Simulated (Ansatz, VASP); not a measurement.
# One calculation of Si4Cl, two programs

```
Si Cl
1.0
     4.70111    0.00000    0.00000
     0.00000    4.70111    0.00000
     0.00000    0.00000    4.70111
Si Cl
4 1
Direct
  0.30360 0.30360 0.30360
  0.69640 0.69640 0.30360
  0.69640 0.30360 0.69640
  0.30360 0.69640 0.69640
  0.00000 0.00000 0.00000
```

Change from the starting cell: ordered vacancies on the anion sites of cuprite (P-43m, No. 215).

Alike in both runs: functional PBE; k mesh 4 × 4 × 4; occupations gaussian, width 0.1 eV; no spin polarisation.

Ansatz relaxed the structure, and its values are those at the end. VASP's run is a single point on that final structure, the one shown.

```csv
,VASP,Ansatz
version,VASP 6.6.1,Ansatz 0.2.0
potentials or method,"VASP PAW PBE potentials, release 64 (Si, Cl), cutoff 520 eV","scalar-relativistic, plane waves, PAW"
valence electrons in the cell,23,23
```

|  | VASP | Ansatz | Ansatz less VASP |
| --- | --- | --- | --- |
| gap on the k mesh at the Fermi level (eV) | none | none | - |
| pressure (GPa) | 0.0 | 0.0 | -0.03 |

A gap of «none» marks a metal or a gap that the smearing closes. The functional is the same, so the differences come from potentials, cutoffs and numerics.
